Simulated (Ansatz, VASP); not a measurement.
# GaSbTe4: VASP beside Ansatz

```
Ga Sb Te
1.0
     4.70880    0.00000    0.00000
     0.00000    4.70880    0.00000
     0.00000    0.00000    9.07314
Ga Sb Te
1 1 4
Direct
  0.50000 0.50000 0.50000
  0.00000 0.00000 0.00000
  0.50000 0.00000 0.75786
  0.00000 0.50000 0.24214
  0.50000 0.00000 0.24214
  0.00000 0.50000 0.75786
```

Change from the starting cell: species swapped into the TlBiF4 type (P4/mmm, No. 123).

Alike in both runs: functional PBE; k mesh 8 × 8 × 4; occupations gaussian, width 0.1 eV; no spin polarisation.

Ansatz relaxed the structure, and its values are those at the end. VASP's run is a single point on that final structure, the one shown.

|  | VASP | Ansatz |
| --- | --- | --- |
| version | VASP 6.6.1 | Ansatz 0.2.0 |
| potentials or method | VASP PAW PBE potentials, release 64 (Ga_d, Sb, Te), cutoff 520 eV | scalar-relativistic, plane waves, PAW |
| valence electrons in the cell | 42 | 92 |

```csv
,VASP,Ansatz,Ansatz less VASP
gap on the k mesh at the Fermi level (eV),none,none,-
pressure (GPa),0.0,0.0,+0.04
```

A gap of «none» marks a metal or a gap that the smearing closes. The functional is the same, so the differences come from potentials, cutoffs and numerics. VASP's potentials hold 42 valence electrons a cell and Ansatz's 92, so a difference there can come from the potentials and not from the codes.

Spin-orbit coupling is off throughout.
